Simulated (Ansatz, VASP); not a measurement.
**KCaCl3 in VASP and in Ansatz**

Contents of INCAR:

```
PREC     = Accurate       # precision mode
ENCUT    = 520            # plane-wave cutoff, eV
EDIFF    = 1E-7           # SCF threshold, eV
ISMEAR   = 0              # smearing method
SIGMA    = 0.05           # smearing width, eV
LREAL    = F              # projectors in reciprocal space
LASPH    = T              # aspherical terms in the spheres
NELM     = 100            # most SCF steps
ALGO     = Normal         # electronic algorithm
ISIF     = 2              # what is computed and relaxed
LWAVE    = F              # write WAVECAR
LCHARG   = F              # write CHGCAR
GGA      = CA             # functional
NBANDS   = 28             # bands
```

File KPOINTS:

```
Automatic mesh
0
Gamma
  6 6 6
```

Contents of POSCAR:

```
KCaCl3
1.0
    4.9418711481      0.0000000000      0.0000000000
    0.0000000000      4.9418711481      0.0000000000
    0.0000000000      0.0000000000      6.4244324925
K Ca Cl
1 1 3
Direct
    0.0000000000      0.0000000000      0.0000000000
    0.5000000000      0.5000000000      0.5000000000
    0.0000000000      0.5000000000      0.5000000000
    0.5000000000      0.0000000000      0.5000000000
    0.5000000000      0.5000000000      0.0000000000
```

Input for Ansatz:

```yaml
crystal:
  lattice:
    - [4.9418711481, 0.0, 0.0]
    - [0.0, 4.9418711481, 0.0]
    - [0.0, 0.0, 6.4244324925]
  atoms:
    - { symbol: K, position: [0.0, 0.0, 0.0] }
    - { symbol: Ca, position: [0.5, 0.5, 0.5] }
    - { symbol: Cl, position: [0.0, 0.5, 0.5] }
    - { symbol: Cl, position: [0.5, 0.0, 0.5] }
    - { symbol: Cl, position: [0.5, 0.5, 0.0] }
basis:
  ecutwfc: 420
kpoints:
  mp_grid: { grid: [6, 6, 6] }
hamiltonian:
  xc: lda
scf:
  occupations: { method: gaussian, width: 0.05 }
output:
  forces: true
  stress: true
  eigenvalues: true
```

Alike in both runs: task single point; functional LDA; k mesh 6 × 6 × 6; occupations gaussian, width 0.05 eV; no spin polarisation.

|  | VASP | Ansatz |
| --- | --- | --- |
| version | VASP 6.6.1 | Ansatz 0.2.0 |
| potentials or method | VASP PAW LDA potentials, release 64 (K_sv, Ca_sv, Cl), cutoff 520 eV | scalar-relativistic, plane waves, PAW |
| valence electrons in the cell | 40 | 40 |

```csv
,VASP,Ansatz,Ansatz less VASP
gap on the k mesh at the Fermi level (eV),3.84,3.83,-0.005
least direct gap on the mesh (eV),4.31,4.32,+0.004
pressure (GPa),0.6,0.5,-0.09
"traceless stress, the component that is largest in VASP (GPa)",-5.47,-5.34,+0.128
```

LDA's correlation is that of Perdew and Zunger in VASP and of Perdew and Wang (1992) in Ansatz.
